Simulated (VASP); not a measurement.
Write the native input for VASP 6.6.1 that does the following.

- Task: single point
- Functional: PBE
- Dispersion: D3(BJ)
- Potentials or basis: VASP PAW PBE potentials, release 64 (Pb_d, S)
- Cutoff: 500 eV
- k mesh: 6 × 6 × 6
- Occupations: gaussian, width 0.05 eV
- Spin: no spin polarisation
- Dipole correction: no
- Further INCAR settings: ALGO = Normal; EDIFF = 1e-06; NBANDS = 17

The structure of PbS lies in POSCAR:

```
PbS
1.0
    3.6345609020      0.0000000000      0.0000000000
    0.0000000000      3.6345609020      0.0000000000
    0.0000000000      0.0000000000      3.6345609020
Pb S
1 1
Direct
    0.0000000000      0.0000000000      0.0000000000
    0.5000000000      0.5000000000      0.5000000000
```

These files were run (other wordings do the same):

INCAR

```
SYSTEM = PbS
ALGO = Normal
EDIFF = 1E-6
ENCUT = 500
GGA = PE
GGA_COMPAT = .FALSE.
ISIF = 2
ISMEAR = 0
IVDW = 12
LASPH = .TRUE.
LCHARG = .TRUE.
LELF = .TRUE.
LREAL = .FALSE.
LVHAR = .TRUE.
LWAVE = .FALSE.
NBANDS = 17
NELM = 120
PREC = Accurate
SIGMA = 0.05
```

KPOINTS

```
k-points
0
G
  6 6 6
  0 0 0
```

Potentials or basis: VASP PAW PBE potentials, release 64 (Pb_d, S).

Command:

```bash
$ cat potpaw_PBE.64/Pb_d/POTCAR potpaw_PBE.64/S/POTCAR > POTCAR
$ mpirun -np 1 vasp_std > vasp.out
```

It gave:

```yaml
Pressure: -1.6 GPa
Band_gap_on_the_k_mesh: zero (band 10 reaches 6.33 eV, above the bottom of band 11 at 5.79 eV)
Dispersion_energy_per_atom: -0.380 eV
```

Caveat: spin-orbit coupling is left out, which moves the levels of the heavy elements; pairwise dispersion overbinds metals, which lowers pressure and volume.

Wall time 14 s on 1 thread of AMD EPYC 9R45 (Zen 5), on a shared host, peak memory 0.14 GiB.
